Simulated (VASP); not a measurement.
Input of a VASP 6.6.1 run:

The input INCAR:

```
SYSTEM = Sc
PREC = Accurate
ENCUT = 520
EDIFF = 1E-7
ISMEAR = 0
SIGMA = 0.15
LREAL = .False.
LASPH = .True.
NELM = 100
ALGO = Fast
ISIF = 2
LWAVE = .False.
LCHARG = .False.
GGA = PE
NBANDS = 18
```

KPOINTS

```
Automatic mesh
0
Gamma
  18 18 10
  0 0 0
```

The input POSCAR:

```
Sc
1.0
    3.2095339604      0.0000000000      0.0000000000
   -1.6047669802      2.7795379440      0.0000000000
    0.0000000000      0.0000000000      5.1889800000
Sc
2
Direct
    0.3333333333      0.6666666667      0.2500000000
    0.6666666667      0.3333333333      0.7500000000
```

Potentials or basis: VASP PAW PBE potentials, release 64 (Sc_sv).

Launch:

```sh
$ cat potpaw_PBE.64/Sc_sv/POTCAR > POTCAR
$ mpirun -np 1 vasp_std > vasp.out
```

**Question.** Predict the pressure.

**Answer.** 4.0 GPa.

**Question.** Predict the band gap on the k mesh.

**Answer.** Zero (bands 11 and 12 overlap by 1.42 eV).

Stress tensor (GPa, compression positive):
```
5.06 0.00 0.00
0.00 5.06 0.00
0.00 0.00 1.81
```

Caveat: the cell differs from its parent crystal (strain -0.030 along x and y, -0.015 along z); the cell stands under pressure.
